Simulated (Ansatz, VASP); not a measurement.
One calculation of AlN, two programs

```xyz
2
Lattice="0.0000 2.0345 2.0345 2.0345 0.0000 2.0345 2.0345 2.0345 0.0000" Properties=species:S:1:pos:R:3 pbc="T T T"
Al    3.1067    3.7517    4.4820
N     1.0722    1.7171    2.4475
```

Alike in both runs: task single point; functional PBE; k mesh 6 × 6 × 6; occupations gaussian, width 0.1 eV; no spin polarisation.

```csv
,VASP,Ansatz
version,VASP 6.6.1,Ansatz 0.2.0
potentials or method,"VASP PAW PBE potentials, release 64 (Al, N), cutoff 600 eV","scalar-relativistic, plane waves, PAW"
valence electrons in the cell,8,8
```

|  | VASP | Ansatz | Ansatz less VASP |
| --- | --- | --- | --- |
| gap on the k mesh at the Fermi level (eV) | 4.42 | 4.44 | +0.022 |
| least direct gap on the mesh (eV) | 5.40 | 5.39 | -0.011 |
| pressure (GPa) | -0.2 | 0.3 | +0.44 |

With one functional, cell and mesh, what is left measures potentials, basis and numerics.

The k mesh is coarse, so the values compare programs but aren't converged.
